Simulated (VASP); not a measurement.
# MnF2 (Fd-3m) in VASP: further runs

MnF2 is run at these levels: PBE; tasks: single point, relaxation of cell and atoms.

Everything below comes from runs of VASP 6.6.1. Logs are shortened: lines on timing, memory, paths and dates and some standing lists are left out, and cuts for length are marked.

### 1 The cell of the first run

The structure is cubic, space group Fd-3m (No. 227). Conventional cell: a = 9.172 Å, b = 9.172 Å, c = 9.172 Å, α = 90.00°, β = 90.00°, γ = 90.00°. Mn (site symmetry -43m) has 4 F at 1.99 Å within 2.6 Å. F (site symmetry -3m) has 2 Mn at 1.99 Å within 2.6 Å.

### 2 Single point, PBE, collinear spin, antiferromagnetic start

The input, INCAR:

```
  ALGO = Normal
  EDIFF = 1E-6
  ENCUT = 520
  GGA = PE
  ISIF = 2
  ISMEAR = 0
  ISPIN = 2
  LASPH = T
  LCHARG = T
  LELF = T
  LMAXMIX = 4
  LORBIT = 11
  LREAL = F
  LVHAR = T
  LWAVE = F
  MAGMOM = 4.33 -4.33 0 0 0 0
  NBANDS = 40
  NELM = 150
  PREC = Accurate
  SIGMA = 0.02
```

The input, KPOINTS:

```
k-points
0
Gamma
  4 4 4
```

The input, POSCAR:

```
MnF2
1.0
    0.0000000000      4.5858922036      4.5858922036
    4.5858922036      0.0000000000      4.5858922036
    4.5858922036      4.5858922036      0.0000000000
Mn F
2 4
Direct
    0.5000000000      0.5000000000      0.5000000000
    0.2500000000      0.2500000000      0.2500000000
    0.3750000152      0.3750000152      0.8749999544
    0.8749999544      0.3750000152      0.3750000152
    0.3750000152      0.3750000152      0.3750000152
    0.3750000152      0.8749999544      0.3750000152
```

Potentials or basis: VASP PAW PBE potentials, release 64 (Mn_pv, F).

Started as:

```bash
> cat potpaw_PBE.64/Mn_pv/POTCAR potpaw_PBE.64/F/POTCAR > POTCAR
> mpirun -np 1 vasp_std > vasp.out
```

OUTCAR:

```text
EDIFF = 1E-6
   ENCUT = 520
   GGA = PE
   ISIF = 2
   ISMEAR = 0
   ISPIN = 2
   LASPH = T
   LORBIT = 11
   LREAL = F
   NELM = 150
   PREC = Accurate

 ion  position               nearest neighbor table
   1  0.500  0.500  0.500-   5 1.99   3 1.99   4 1.99   6 1.99
   2  0.250  0.250  0.250-   3 1.99   4 1.99   6 1.99   5 1.99
   3  0.375  0.375  0.875-   1 1.99   2 1.99
   4  0.875  0.375  0.375-   1 1.99   2 1.99
   5  0.375  0.375  0.375-   1 1.99   2 1.99
   6  0.375  0.875  0.375-   1 1.99   2 1.99

  LATTYP: Found a face centered cubic cell.
 ALAT       =     9.1717844072

  Lattice vectors:

 A1 = (   0.0000000000,   4.5858922036,   4.5858922036)
 A2 = (   4.5858922036,   0.0000000000,   4.5858922036)
 A3 = (   4.5858922036,   4.5858922036,   0.0000000000)

Analysis of symmetry for initial positions (statically):
=====================================================================
 Subroutine PRICEL returns:
 Original cell was already a primitive cell.

 Routine SETGRP: Setting up the symmetry group for a
 face centered cubic supercell.

 Subroutine GETGRP returns: Found 48 space group operations
 (whereof 24 operations were pure point group operations)
 out of a pool of 48 trial point group operations.

The static configuration has the point symmetry T_d .
 The point group associated with its full space group is O_h .

Analysis of symmetry for dynamics (positions and initial velocities):
=====================================================================
 Subroutine PRICEL returns:
 Original cell was already a primitive cell.

 Routine SETGRP: Setting up the symmetry group for a
 face centered cubic supercell.

 Subroutine GETGRP returns: Found 48 space group operations
 (whereof 24 operations were pure point group operations)
 out of a pool of 48 trial point group operations.

The dynamic configuration has the point symmetry T_d .
 The point group associated with its full space group is O_h .

Analysis of structural, dynamic, and magnetic symmetry:
=====================================================================
 Subroutine PRICEL returns:
 Original cell was already a primitive cell.

 Routine SETGRP: Setting up the symmetry group for a
 face centered cubic supercell.

 Subroutine GETGRP returns: Found 48 space group operations
 (whereof 24 operations were pure point group operations)
 out of a pool of 48 trial point group operations.

The overall configuration has the point symmetry T_d .
 The point group associated with its full space group is O_h .

 Subroutine INISYM returns: Found 48 space group operations
 (whereof 24 operations are pure point group operations),
 and found     1 'primitive' translations

----------------------------------------------------------------------------------------

                                     Primitive cell

  volume of cell :     192.8864

  direct lattice vectors                    reciprocal lattice vectors
     0.000000000  4.585892204  4.585892204    -0.109030038  0.109030038  0.109030038
     4.585892204  0.000000000  4.585892204     0.109030038 -0.109030038  0.109030038
     4.585892204  4.585892204  0.000000000     0.109030038  0.109030038 -0.109030038

  length of vectors
     6.485430950  6.485430950  6.485430950     0.188845565  0.188845565  0.188845565

  position of ions in fractional coordinates (direct lattice)
     0.500000000  0.500000000  0.500000000
     0.250000000  0.250000000  0.250000000
     0.375000015  0.375000015  0.874999954
     0.874999954  0.375000015  0.375000015
     0.375000015  0.375000015  0.375000015
     0.375000015  0.874999954  0.375000015

  ion indices of the primitive-cell ions
   primitive index   ion index
                 1           1
                 2           2
                 3           3
                 4           4
                 5           5
                 6           6

----------------------------------------------------------------------------------------

 KPOINTS: k-points

Automatic generation of k-mesh.
 Grid dimensions read from file:
 generate k-points for:    4    4    4

 Generating k-lattice:

  Cartesian coordinates                     Fractional coordinates (reciprocal lattice)
    -0.027257509  0.027257509  0.027257509     0.250000000  0.000000000  0.000000000
     0.027257509 -0.027257509  0.027257509     0.000000000  0.250000000  0.000000000
     0.027257509  0.027257509 -0.027257509     0.000000000  0.000000000  0.250000000

  Length of vectors
     0.047211391  0.047211391  0.047211391

  Shift w.r.t. Gamma in fractional coordinates (k-lattice)
     0.000000000  0.000000000  0.000000000

 Subroutine IBZKPT returns following result:
 ===========================================

 Found      8 irreducible k-points:

 Following reciprocal coordinates:
            Coordinates               Weight
  0.000000  0.000000  0.000000      1.000000
  0.250000  0.000000  0.000000      8.000000
  0.500000  0.000000  0.000000      4.000000
  0.250000  0.250000  0.000000      6.000000
  0.500000  0.250000  0.000000     24.000000
 -0.250000  0.250000  0.000000     12.000000
  0.500000  0.500000  0.000000      3.000000
 -0.250000  0.500000  0.250000      6.000000
   k-points           NKPTS =      8   k-points in BZ     NKDIM =      8   number of bands    NBANDS=     40
   number of dos      NEDOS =    301   number of ions     NIONS =      6
   total plane-waves  NPLWV = 110592
   dimension x,y,z NGX =    48 NGY =   48 NGZ =   48
   dimension x,y,z NGXF=    96 NGYF=   96 NGZF=   96
   ions per type =               2   4
   NGX,Y,Z   is equivalent  to a cutoff of  12.30, 12.30, 12.30 a.u.
   NGXF,Y,Z  is equivalent  to a cutoff of  24.61, 24.61, 24.61 a.u.
 SYSTEM =  unknown system
   PREC   = accura    normal or accurate (medium, high low for compatibility)
   ISTART =      0    job   : 0-new  1-cont  2-samecut
   ICHARG =      2    charge: 1-file 2-atom 10-const
   ISPIN  =      2    spin polarized calculation?
   LNONCOLLINEAR =      F non collinear calculations
   LSORBIT =      F    spin-orbit coupling
   LASPH  =      T    aspherical Exc in radial PAW
   ENCUT  =  520.0 eV  38.22 Ry    6.18 a.u.  12.06 12.06 12.06*2*pi/ulx,y,z
   NELM   =    150;   NELMIN=  2; NELMDL= -5     # of ELM steps
   EDIFF  = 0.1E-05   stopping-criterion for ELM
   LREAL  =      F    real-space projection
   EDIFFG = 0.1E-04   stopping-criterion for IOM
   NSW    =      0    number of steps for IOM
   IBRION =     -1    ionic relax: 0-MD 1-quasi-New 2-CG
   NFREE  =      0    steps in history (QN), initial steepest desc. (CG)
   ISIF   =      2    stress and relaxation
   ISYM   =      2    0-nonsym 1-usesym 2-fastsym
   POTIM  = 0.5000    time-step for ionic-motion
   TEBEG  =    0.0;   TEEND  =   0.0 temperature during run
   PSTRESS=    0.0 pullay stress
   NELECT =      54.0000    total number of electrons
   NUPDOWN=      -1.0000    fix difference up-down
   EMIN   =  10.00;   EMAX   =-10.00  energy-range for DOS
   EFERMI =   0.00;   METHOD = LEGACY
   ISMEAR =     0;   SIGMA  =   0.02  broadening in eV -4-tet -1-fermi 0-gaus
   EFERMI_NEDOS =   21; number of points for ismear=-14 and -15
   IALGO  =     38    algorithm
   IMIX   =      4    mixing-type and parameters
     AMIX     =   0.40;   BMIX     =  1.00
     AMIX_MAG =   1.60;   BMIX_MAG =  1.00
  volume/ion in A,a.u.               =      32.15       216.94
  Fermi-wavevector in a.u.,A,eV,Ry     =   1.070958  2.023816 15.605202  1.146950
  Thomas-Fermi vector in A             =   2.206683
   LORBIT       =     11    0 simple, 1 ext, 2 COOP (PROOUT), +10 PAW based schemes
   GGA     = PE    functional components
   LHFCALC =     F    Hartree Fock is set to
   AEXX    =    0.0000 exact exchange contribution
   IVDW    =     0    specifies the selected vdW correction
   LEPSILON=     F    determine dielectric tensor
   LRPA    =     F    only Hartree local field effects (RPA)
 spin polarized calculation
 Gauss-broadening in eV      SIGMA  =   0.02
  energy-cutoff  :      520.00
  volume of cell :      192.89
 maximum number of plane-waves:      5218
   NGX = 25   NGY = 25   NGZ = 25

 number of electron      54.0000031 magnetization       0.0000000

 Free energy of the ion-electron system (eV)
  ---------------------------------------------------
  ext. energy  EPLUGINS =         0.00000000
  ---------------------------------------------------
  free energy    TOTEN  =       -38.79181935 eV

  energy without entropy =      -38.79181935  energy(sigma->0) =      -38.79181935

 E-fermi :  -2.3307     XC(G=0):  -5.4053

 val. band max:       -2.5052261072   @ k =  -0.2500   0.5000   0.2500
 cond. band min:       0.3652735198   @ k =   0.0000   0.0000   0.0000
 fundamental gap:      2.8704996270
 Fermi energy:        -2.3307216620

 spin component 1

 k-point     1 :       0.0000    0.0000    0.0000
  band No.  band energies     occupation
      1     -51.2891      1.00000
      2     -51.2891      1.00000
      3     -51.2891      1.00000
      4     -46.4690      1.00000
      5     -46.4690      1.00000
      6     -46.4690      1.00000
[... 31 lines left out ...]
     38       6.2460      0.00000
     39       6.2594      0.00000

 k-point     2 :       0.2500    0.0000    0.0000
  band No.  band energies     occupation
      1     -51.2891      1.00000
      2     -51.2891      1.00000
      3     -51.2891      1.00000
      4     -46.4690      1.00000
      5     -46.4690      1.00000
      6     -46.4690      1.00000
[... 241 lines left out ...]
     38       4.6813      0.00000
     39       8.1563      0.00000

 k-point     8 :      -0.2500    0.5000    0.2500
  band No.  band energies     occupation
      1     -51.2891      1.00000
      2     -51.2891      1.00000
      3     -51.2891      1.00000
      4     -46.4690      1.00000
      5     -46.4690      1.00000
      6     -46.4690      1.00000
[... 31 lines left out ...]
     38       6.5030      0.00000
     39       6.6089      0.00000
 Fermi energy:        -2.3307216620

 spin component 2

 k-point     1 :       0.0000    0.0000    0.0000
  band No.  band energies     occupation
      1     -51.2891      1.00000
      2     -51.2891      1.00000
      3     -51.2891      1.00000
      4     -46.4690      1.00000
      5     -46.4690      1.00000
      6     -46.4690      1.00000
[... 31 lines left out ...]
     38       6.2462      0.00000
     39       6.2594      0.00000

 k-point     2 :       0.2500    0.0000    0.0000
  band No.  band energies     occupation
      1     -51.2891      1.00000
      2     -51.2891      1.00000
      3     -51.2891      1.00000
      4     -46.4690      1.00000
      5     -46.4690      1.00000
      6     -46.4690      1.00000
[... 241 lines left out ...]
     38       4.6813      0.00000
     39       8.1563      0.00000

 k-point     8 :      -0.2500    0.5000    0.2500
  band No.  band energies     occupation
      1     -51.2891      1.00000
      2     -51.2891      1.00000
      3     -51.2891      1.00000
      4     -46.4690      1.00000
      5     -46.4690      1.00000
      6     -46.4690      1.00000
[... 31 lines left out ...]
     38       6.5030      0.00000
     39       6.6089      0.00000
 [bands above 39 left out]

------------------------ aborting loop because EDIFF is reached ----------------------------------------

  FORCE on cell =-STRESS in cart. coord.  units (eV):
  Direction    XX          YY          ZZ          XY          YZ          ZX
  --------------------------------------------------------------------------------------
  -------------------------------------------------------------------------------------
  Total        0.1631783      0.1631783      0.1631783     -0.0000000      0.0000000      0.0000000
  in kB        1.3554124      1.3554124      1.3554124     -0.0000000      0.0000000      0.0000000
  external PRESSURE =       1.3554124 kB  Pullay stress =       0.0000000 kB

 VOLUME and BASIS-vectors are now :
 -----------------------------------------------------------------------------
  energy-cutoff  :      520.00
  volume of cell :      192.89
      direct lattice vectors                 reciprocal lattice vectors
     0.000000000  4.585892204  4.585892204    -0.109030038  0.109030038  0.109030038
     4.585892204  0.000000000  4.585892204     0.109030038 -0.109030038  0.109030038
     4.585892204  4.585892204  0.000000000     0.109030038  0.109030038 -0.109030038

 POSITION                                       TOTAL-FORCE (eV/Angst)
 -----------------------------------------------------------------------------------
      4.58589      4.58589      4.58589        -0.000000      0.000000     -0.000000
      2.29295      2.29295      2.29295        -0.000000      0.000000     -0.000000
      5.73237      5.73237      3.43942        -0.000000     -0.000000     -0.000000
      3.43942      5.73237      5.73237        -0.000000     -0.000000      0.000000
      3.43942      3.43942      3.43942         0.000000     -0.000000      0.000000
      5.73237      3.43942      5.73237         0.000000      0.000000     -0.000000
 -----------------------------------------------------------------------------------
    total drift:                               -0.000000     -0.000000     -0.000000

  FREE ENERGIE OF THE ION-ELECTRON SYSTEM (eV)
  ---------------------------------------------------
  free  energy   TOTEN  =       -38.7918193533 eV

  energy  without entropy=      -38.7918193533  energy(sigma->0) =      -38.79181935

 total charge

# of ion       s       p       d       tot
------------------------------------------
    1        0.175   6.173   4.983  11.331
    2        0.175   6.173   4.983  11.331
    3        1.732   4.362   0.000   6.094
    4        1.732   4.362   0.000   6.094
    5        1.732   4.362   0.000   6.094
    6        1.732   4.362   0.000   6.094
--------------------------------------------------
tot          7.276  29.796   9.966  47.037

 magnetization (x)

# of ion       s       p       d       tot
------------------------------------------
    1        0.012   0.034   4.404   4.450
    2       -0.012  -0.034  -4.404  -4.450
    3        0.000   0.000   0.000   0.000
    4        0.000   0.000   0.000   0.000
    5        0.000   0.000   0.000   0.000
    6        0.000   0.000   0.000   0.000
--------------------------------------------------
tot          0.000   0.000  -0.000  -0.000
```

It took 2.3 min on 1 thread of Intel Xeon 6975P-C (Granite Rapids), shared host; peak memory 0.41 GiB.

Results:

```
Free energy                                           : -38.7918 eV
Pressure                                              : 0.1 GPa
Band gap on the k mesh                                : 2.87 eV, indirect (least direct gap 2.93 eV)
Net moment                                            : 0.00 μB per cell
Site moments                                          : Mn +4.45, -4.45; F +0.00 μB
Valence electrons inside the program's atomic spheres : Mn 11.33; F 6.09
```

[end of part 1 of 2]
